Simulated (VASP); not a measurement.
Set up this calculation in VASP 6.6.1, as the native input.

| Quantity | Value |
| --- | --- |
| Task | relaxation of cell and atoms |
| Functional | PBE |
| Potentials or basis | VASP PAW PBE potentials, release 64 (Pd, Rh_pv) |
| Cutoff | 600 eV |
| k mesh | 6 × 6 × 6 |
| Occupations | gaussian, width 0.1 eV |
| Spin | no spin polarisation |
| Dipole correction | no |
| Further INCAR settings | ALGO = Normal; EDIFF = 1e-06; IBRION = 2; EDIFFG = -0.04; NSW = 90; ISIF = 3 |

The structure of PdRh2 lies in POSCAR:

```
PdRh2
1.0
    0.0000000000      2.6932644158      2.6932644158
    2.6932644158      0.0000000000      2.6932644158
    2.6932644158      2.6932644158      0.0000000000
Pd Rh
1 2
Direct
    0.0000000000      0.0000000000      0.0000000000
    0.2500000000      0.2500000000      0.2500000000
    0.7500000000      0.7500000000      0.7500000000
```

These files were run (other wordings do the same):

INCAR

```
SYSTEM = PdRh2
PREC = Accurate
ENCUT = 600
EDIFF = 1E-6
ISMEAR = 0
SIGMA = 0.1
LREAL = .FALSE.
LASPH = .TRUE.
NELM = 80
ALGO = Normal
ISIF = 3
LWAVE = .FALSE.
LCHARG = .FALSE.
GGA = PE
IBRION = 2
NSW = 90
EDIFFG = -0.04
```

KPOINTS

```
regular mesh
0
G
  6 6 6
  0 0 0
```

Potentials or basis: VASP PAW PBE potentials, release 64 (Pd, Rh_pv).

Command:

```console
$ cat potpaw_PBE.64/Pd/POTCAR potpaw_PBE.64/Rh_pv/POTCAR > POTCAR
$ mpirun -np 1 vasp_std > vasp.out
```

Results of the run:

* Relaxed volume: 17.20 Å³/atom
* Relaxed cell: a = 4.179 Å, b = 4.179 Å, c = 4.179 Å, α = 60.00°, β = 60.00°, γ = 60.00°
* Space group after relaxing (to 0.1 Å): Fm-3m (No. 225)
* Pressure after relaxing: -0.1 GPa
* Band gap on the k mesh: zero (bands 20 and 21 overlap by 0.46 eV)

Caveat: the volume moved by over 15 % at a fixed basis, so the end points are rough.

It took 54 s on 1 thread of AMD EPYC 9R45 96-Core Processor (Zen 5), with other jobs on the host, peak memory 0.15 GiB.
